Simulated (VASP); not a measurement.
Set up this calculation in VASP 6.6.1, as the native input.

| Property | Result |
| --- | --- |
| Task | single point |
| Functional | r2SCAN |
| Potentials or basis | VASP PAW PBE potentials, release 64 (Ag, La, S) |
| Cutoff | 520 eV |
| k mesh | 8 × 8 × 8 |
| Occupations | gaussian, width 0.01 eV |
| Spin | no spin polarisation |
| Dipole correction | no |
| Further INCAR settings | ALGO = Normal; EDIFF = 1e-06; NBANDS = 25 |

Crystal: LaAgS2.

```
Ag La S
1.0
     2.16199    1.24822    5.79851
    -2.16199    1.24822    5.79851
     0.00000   -2.49645    5.79851
Ag La S
1 1 2
Direct
  0.00000 0.00000 0.00000
  0.50000 0.50000 0.50000
  0.25165 0.25165 0.25165
  0.74835 0.74835 0.74835
```

This cell differs from its parent crystal: epitaxial xy strain +1.5%.

The input as run:

POSCAR

```
LaAgS2
1.0
    2.1619862690      1.2482233544      5.7985103966
   -2.1619862690      1.2482233544      5.7985103966
    0.0000000000     -2.4964467088      5.7985103966
Ag La S
1 1 2
Direct
    1.0000000000      0.0000000000      0.0000000000
    0.5000000000      0.5000000000      0.5000000000
    0.2516538412      0.2516538412      0.2516538412
    0.7483461588      0.7483461588      0.7483461588
```

INCAR.step1

```
  ALGO = Normal
  EDIFF = 1E-4
  ENCUT = 520
  GGA = PE
  ISMEAR = 0
  LASPH = True
  LCHARG = False
  LREAL = False
  LWAVE = True
  NBANDS = 25
  NELM = 80
  PREC = Accurate
  SIGMA = 0.01
```

INCAR.step2

```
  ALGO = Normal
  EDIFF = 1E-6
  ENCUT = 520
  ISIF = 2
  ISMEAR = 0
  ISTART = 1
  LASPH = True
  LCHARG = True
  LELF = True
  LMIXTAU = True
  LREAL = False
  LVHAR = True
  LWAVE = False
  METAGGA = R2SCAN
  NBANDS = 25
  NELM = 80
  PREC = Accurate
  SIGMA = 0.01
```

KPOINTS

```
k-points
0
Gamma
  8 8 8
```

Potentials or basis: VASP PAW PBE potentials, release 64 (Ag, La, S).

Run with:

```bash
$ cat potpaw_PBE.64/Ag/POTCAR potpaw_PBE.64/La/POTCAR potpaw_PBE.64/S/POTCAR > POTCAR
$ cp INCAR.step1 INCAR
$ mpirun -np 1 vasp_std > vasp.out
$ cp INCAR.step2 INCAR
$ mpirun -np 1 vasp_std > vasp.out
```

It gave:

```
Pressure               : -1.2 GPa
Largest force          : 0.007 eV/Å
Band gap on the k mesh : 2.61 eV
```

Caveat: the cell differs from its parent crystal (epitaxial xy strain +1.5%); the PAW data sets were made with another functional, which shifts forces and pressure a little; spin-orbit coupling is left out, which moves the levels of the heavy elements.

Wall time 14 min on 1 thread of AMD EPYC 9R45 96-Core Processor (Zen 5), on a shared host, peak memory 0.46 GiB.
